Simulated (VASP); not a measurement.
KF, 2 atoms in the cell. Symmetry: P4/mmm, No. 123, tetragonal system. The conventional cell has a = 3.304 Å, b = 3.304 Å, c = 3.171 Å, α = 90.00°, β = 90.00°, γ = 90.00°. K (site symmetry 4/mmm) has 8 F at 2.82 Å and 6 K at 3.17 to 3.30 Å within 3.7 Å. F (site symmetry 4/mmm) has 8 K at 2.82 Å and 6 F at 3.17 to 3.30 Å within 3.7 Å.  This cell differs from its parent crystal: ratio of the length along z to the lengths across it x 0.96, volume and fractional coordinates fixed.

* Program: VASP 6.6.1
* Task: single point
* Functional: PBE
* Potentials or basis: VASP PAW PBE potentials, release 64 (K_sv, F)
* Cutoff: 520 eV
* k mesh: 8 × 8 × 8
* Occupations: gaussian, width 0.05 eV
* Spin: no spin polarisation
* Dipole correction: no
* Further INCAR settings: ALGO = Normal; EDIFF = 1e-06; NBANDS = 15

Potentials or basis: VASP PAW PBE potentials, release 64 (K_sv, F).

The run is started by

```bash
$ cat potpaw_PBE.64/K_sv/POTCAR potpaw_PBE.64/F/POTCAR > POTCAR
$ mpirun -np 1 vasp_std > vasp.out
```

Hardware: 1 thread of Intel(R) Xeon(R) Platinum 8259CL CPU @ 2.50GHz (Skylake/Cascade Lake) (shared host).

Question: Estimate the wall time of this run.

Answer: Run time: 49 s on 1 thread of Intel(R) Xeon(R) Platinum 8259CL CPU @ 2.50GHz (Skylake/Cascade Lake), with other jobs on the host, peak memory 0.17 GiB. Counts: scf iterations 13, k points 75.
